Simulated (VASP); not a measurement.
A run of VASP 6.6.1 is set up as follows.

Contents of INCAR:

```
  ALGO = Normal
  EDIFF = 1E-6
  ENCUT = 520
  GGA = PE
  ISIF = 2
  ISMEAR = -1
  LASPH = T
  LCHARG = F
  LREAL = F
  LWAVE = F
  NBANDS = 9
  NELM = 80
  PREC = Accurate
  SIGMA = 0.1
```

Contents of KPOINTS:

```
k-points
0
Gamma
  7 7 4
```

POSCAR

```
Mg
1.0
    3.1953117277      0.0000000000      0.0000000000
   -1.5976558638      2.7672211292      0.0000000000
    0.0000000000      0.0000000000      5.1879445283
Mg
2
Direct
    0.3333333333      0.6666666667      0.2500000000
    0.6666666667      0.3333333333      0.7500000000
```

Potentials or basis: VASP PAW PBE potentials, release 64 (Mg).

Command:

```console
$ cat potpaw_PBE.64/Mg/POTCAR > POTCAR
$ mpirun -np 1 vasp_std > vasp.out
```

Problem. What does it give for the band gap on the k mesh?

Solution. Zero (band 2 reaches 3.41 eV, above the bottom of band 3 at 1.39 eV).

Problem. Predict the pressure.

Solution. 0.1 GPa.

Stress tensor (GPa, compression positive):
```
-0.77  0.00  0.00
 0.00 -0.77  0.00
 0.00  0.00  1.84
```
